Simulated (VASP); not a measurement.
Wanted: the native input for a VASP 6.6.1 run.

```
Task                   : single point
Functional             : LDA
Potentials or basis    : VASP PAW LDA potentials, release 64 (Cr_pv)
Cutoff                 : 520 eV
k mesh                 : 16 × 16 × 16
Occupations            : fermi-dirac, width 0.3 eV
Spin                   : no spin polarisation
Dipole correction      : no
Further INCAR settings : ALGO = Normal; EDIFF = 1e-06; NBANDS = 12
```

The structure of Cr lies in POSCAR:

```
Cr
1.0
   -1.3942485114      1.3942485114      1.3942485114
    1.3942485114     -1.3942485114      1.3942485114
    1.3942485114      1.3942485114     -1.3942485114
Cr
1
Direct
    0.0000000000      0.0000000000      0.0000000000
```

These files were run (other wordings do the same):

INCAR

```
SYSTEM = Cr
PREC = Accurate ; ENCUT = 520
EDIFF = 1E-6 ; ISMEAR = -1
SIGMA = 0.3 ; LREAL = .False.
LASPH = .True. ; NELM = 80
ALGO = Normal ; ISIF = 2
LWAVE = .False. ; LCHARG = .False.
GGA = CA ; NBANDS = 12
```

KPOINTS

```
regular mesh
0
Gamma
  16 16 16
  0 0 0
```

Potentials or basis: VASP PAW LDA potentials, release 64 (Cr_pv).

Command:

```sh
$ cat potpaw_LDA.64/Cr_pv/POTCAR > POTCAR
$ mpirun -np 1 vasp_std > vasp.out
```

Results of the run:

```
Pressure               : 2.4 GPa
Band gap on the k mesh : zero (band 6 reaches 14.48 eV, above the bottom of band 7 at 10.77 eV)
```

Caveat: the run has no spin polarisation, though such a crystal can be magnetic.

It took 7.8 s on 1 thread of Intel(R) Xeon(R) Platinum 8488C (Sapphire Rapids) (shared host), peak memory 0.13 GiB.
